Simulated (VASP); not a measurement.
Input of a VASP 6.6.1 run:

INCAR

```
SYSTEM = Y
  ALGO = Fast
  EDIFF = 1E-6
  ENCUT = 520
  GGA = PS
  ISIF = 2
  ISMEAR = 0
  LASPH = .TRUE.
  LCHARG = .FALSE.
  LREAL = .FALSE.
  LWAVE = .FALSE.
  NBANDS = 12
  NELM = 80
  PREC = Accurate
  SIGMA = 0.1
```

KPOINTS

```
k-points
0
G
  14 14 14
  0 0 0
```

The input POSCAR:

```
Y
1.0
    0.0000000000      2.5372783222      2.5372783222
    2.5372783222      0.0000000000      2.5372783222
    2.5372783222      2.5372783222      0.0000000000
Y
1
Direct
    0.0000000000      0.0000000000      0.0000000000
```

Potentials or basis: VASP PAW PBE potentials, release 64 (Y_sv).

Run with:

```console
$ cat potpaw_PBE.64/Y_sv/POTCAR > POTCAR
$ mpirun -np 1 vasp_std > vasp.out
```

Question: Predict the pressure.

Answer: -2.3 GPa.

Caveat: the PAW data sets were made with another functional, which shifts forces and pressure a little.
